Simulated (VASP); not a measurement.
The system is Re.

```
Re
1.0
     2.76000    0.00000    0.00000
    -1.38000    2.39023    0.00000
     0.00000    0.00000    4.45740
Re
2
Direct
  0.33333 0.66667 0.75000
  0.66667 0.33333 0.25000
```

| Property | Result |
| --- | --- |
| Program | VASP 6.6.1 |
| Task | relaxation of cell and atoms |
| Functional | PBE |
| Potentials or basis | VASP PAW PBE potentials, release 64 (Re) |
| Cutoff | 600 eV |
| k mesh | 8 × 8 × 4 |
| Occupations | gaussian, width 0.05 eV |
| Spin | no spin polarisation |

At the start: pressure 6.7 GPa; volume 14.70 Å³/atom.

**Question.** Where does the relaxation end?

**Answer.** Over 6 steps the energy falls by 6.0 meV/atom and the volume is 14.96 Å³/atom (+1.7 %); space group P6_3/mmc (No. 194, to 0.05 Å).

The path:
```
step  energy change (eV)  largest force (eV/Å)  pressure (GPa)  volume (Å³)
   1              0.0000                0.0000            6.70        29.41
   2              0.1532                0.0000          -22.30        32.10
   3             -0.0116                0.0000           -0.49        29.95
   4             -0.0116                0.0000           -0.24        29.94
   5             -0.0114                0.0000            0.38        29.89
   6             -0.0121                0.0000           -0.03        29.92
```

Final structure:
```
Re
1.0
     2.76930    0.00000    0.00000
    -1.38465    2.39829    0.00000
     0.00000    0.00000    4.50442
Re
2
Direct
  0.33333 0.66667 0.75000
  0.66667 0.33333 0.25000
```
